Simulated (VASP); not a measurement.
Wanted: the native input for a VASP 6.6.1 run.

```yaml
Task: single point
Functional: PBE
Potentials_or_basis: VASP PAW PBE potentials, release 64 (Zr_sv, S, N)
Cutoff: 520 eV
k_mesh: 8 × 8 × 8
Occupations: gaussian, width 0.1 eV
Spin: no spin polarisation
Dipole_correction: no
Further_INCAR_settings: ALGO = Normal; EDIFF = 1e-06; NBANDS = 41
```

The structure of Zr3SN4 lies in POSCAR:

```
Zr3SN4
1.0
    5.0634816341      0.0000000000      0.0000000000
    0.0000000000      5.0634816341      0.0000000000
    0.0000000000      0.0000000000      5.0634816341
Zr S N
3 1 4
Direct
    0.0000000000      0.5000000000      0.5000000000
    0.5000000000      0.5000000000      0.0000000000
    0.5000000000      0.0000000000      0.5000000000
    0.0000000000      0.0000000000      0.0000000000
    0.7088281427      0.7088281427      0.2911718573
    0.7088281427      0.2911718573      0.7088281427
    0.2911718573      0.7088281427      0.7088281427
    0.2911718573      0.2911718573      0.2911718573
```

The cell was generated, and may not be a known phase.

These files were run (other wordings do the same):

INCAR

```
SYSTEM = Zr3SN4
ALGO     = Normal         ! electronic algorithm
EDIFF    = 1E-6           ! SCF threshold, eV
ENCUT    = 520            ! plane-wave cutoff, eV
GGA      = PE             ! functional
ISIF     = 2              ! what is computed and relaxed
ISMEAR   = 0              ! smearing method
LASPH    = .TRUE.         ! aspherical terms in the spheres
LCHARG   = .FALSE.        ! write CHGCAR
LREAL    = .FALSE.        ! projectors in reciprocal space
LWAVE    = .FALSE.        ! write WAVECAR
NBANDS   = 41             ! bands
NELM     = 100            ! most SCF steps
PREC     = Accurate       ! precision mode
SIGMA    = 0.1            ! smearing width, eV
```

KPOINTS

```
k-points
0
G
  8 8 8
  0 0 0
```

Potentials or basis: VASP PAW PBE potentials, release 64 (Zr_sv, S, N).

Launch:

```sh
$ cat potpaw_PBE.64/Zr_sv/POTCAR potpaw_PBE.64/S/POTCAR potpaw_PBE.64/N/POTCAR > POTCAR
$ mpirun -np 1 vasp_std > vasp.out
```

It gave:

- Pressure: 0.1 GPa
- Largest force: 0.013 eV/Å
- Band gap on the k mesh: zero (bands 31 and 32 overlap by 0.95 eV)

Wall time 2.9 min on 1 thread of AMD EPYC 7R13 Processor (Zen 3), on a shared host, peak memory 0.29 GiB.
